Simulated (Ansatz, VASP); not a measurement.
# Two plane-wave programs on Ag

The input INCAR:

```
ALGO = Normal
EDIFF = 1E-6
ENCUT = 520
GGA = PS
ISIF = 2
ISMEAR = 0
LASPH = T
LCHARG = F
LREAL = F
LWAVE = F
NBANDS = 12
NELM = 80
PREC = Accurate
SIGMA = 0.15
```

The input KPOINTS:

```
k-points
0
Gamma
  20 20 20
```

POSCAR

```
Ag
1.0
    0.0000000000      1.8898675000      2.0431000000
    1.8898675000      0.0000000000      2.0431000000
    1.8898675000      1.8898675000      0.0000000000
Ag
1
Direct
    0.0000000000      0.0000000000      0.0000000000
```

Input for Ansatz:

```yaml
crystal:
  lattice:
    - [0.0, 1.8898675, 2.0431]
    - [1.8898675, 0.0, 2.0431]
    - [1.8898675, 1.8898675, 0.0]
  atoms:
    - { symbol: Ag, position: [0.0, 0.0, 0.0] }
basis:
  ecutwfc: 420
kpoints:
  mp_grid: { grid: [20, 20, 20] }
hamiltonian:
  xc: pbesol
scf:
  occupations: { method: gaussian, width: 0.15 }
output:
  forces: true
  stress: true
  eigenvalues: true
```

Change from the starting cell: strain -0.0750 x Voigt [1, 1, 0, 0, 0, 0], atoms carried along.

Alike in both runs: task single point; functional PBEsol; k mesh 20 × 20 × 20; occupations gaussian, width 0.15 eV; no spin polarisation.

```csv
,VASP,Ansatz
version,VASP 6.6.1,Ansatz 0.2.0
potentials or method,"VASP PAW PBE potentials, release 64 (Ag), cutoff 520 eV","scalar-relativistic, plane waves, PAW"
valence electrons in the cell,11,19
```

```tsv
	VASP	Ansatz	Ansatz less VASP
gap on the k mesh at the Fermi level (eV)	none	none	-
pressure (GPa)	22.8	23.3	+0.49
traceless stress, the component that is largest in VASP (GPa)	-4.48	-4.52	-0.043
```

VASP's potentials were made for PBE, not for PBEsol. A gap of «none» marks a metal or a gap that the smearing closes. With one functional, cell and mesh, what is left measures potentials, basis and numerics. VASP's potentials hold 11 valence electrons a cell and Ansatz's 19, so a difference there can come from the potentials and not from the codes.
